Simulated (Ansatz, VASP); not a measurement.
Pb: VASP beside Ansatz

Contents of INCAR:

```
PREC = Accurate ; ENCUT = 520
EDIFF = 1E-7 ; ISMEAR = -1
SIGMA = 0.05 ; LREAL = False
LASPH = True ; NELM = 100
ALGO = Normal ; ISIF = 2
LWAVE = False ; LCHARG = False
GGA = PS ; NBANDS = 21
```

Contents of KPOINTS:

```
regular mesh
0
Gamma
  12 12 7
```

File POSCAR:

```
Pb
1.0
    3.4800006906     -0.0348000069     -0.0348000069
   -1.7701380353      3.0311690066     -0.0127376866
   -0.0559000000     -0.0559000000      5.5900000000
Pb
2
Direct
    0.3333333333      0.6666666667      0.2500000000
    0.6666666667      0.3333333333      0.7500000000
```

Input for Ansatz:

```yaml
crystal:
  lattice:
    - [3.4800006906, -0.0348000069, -0.0348000069]
    - [-1.7701380353, 3.0311690066, -0.0127376866]
    - [-0.0559, -0.0559, 5.59]
  atoms:
    - { symbol: Pb, position: [0.3333333333, 0.6666666667, 0.25] }
    - { symbol: Pb, position: [0.6666666667, 0.3333333333, 0.75] }
kpoints:
  mp_grid: { grid: [12, 12, 7] }
  band_path:
    path:
      - [0.0, 0.0, 0.0]
      - [0.0, 0.0, 0.5]
      - [-0.5, 0.5, 0.0]
      - [0.0, 0.0, 0.0]
      - [0.0, -0.5, 0.0]
      - [-0.5, 0.0, 0.5]
      - [0.0, 0.0, 0.0]
      - [-0.5, 0.0, 0.0]
      - [0.0, -0.5, 0.5]
    npoints: 5
scf:
  occupations: { method: fermi_dirac, width: 0.05 }
hamiltonian:
  xc: pbesol
  pseudopotentials: { kind: all_electron, lapw: { basis_error: 0.0005 } }
output:
  forces: true
  stress: true
  eigenvalues: true
```

Change from the starting cell: equal xy, yz and zx shear strains of -2 %.

Alike in both runs: task single point; functional PBEsol; k mesh 12 × 12 × 7; occupations fermi-dirac, width 0.05 eV; no spin polarisation.

|  | VASP | Ansatz |
| --- | --- | --- |
| version | VASP 6.6.1 | Ansatz 0.2.0 |
| potentials or method | VASP PAW PBE potentials, release 64 (Pb_d), cutoff 520 eV | all-electron LAPW, scalar-relativistic |

```tsv
	VASP	Ansatz	Ansatz less VASP
pressure (GPa)	0.9	1.0	+0.09
traceless stress, the component that is largest in VASP (GPa)	0.28	0.26	-0.024
rms of the force components (eV/Å)	0.005	0.005	+0.0001
```

VASP's potentials were made for PBE, not for PBEsol. Atom by atom the forces differ by 0.000 eV/Å (rms over components). Ansatz ran all-electron here, and VASP with PAW potentials.

Neither program's run includes spin-orbit coupling.
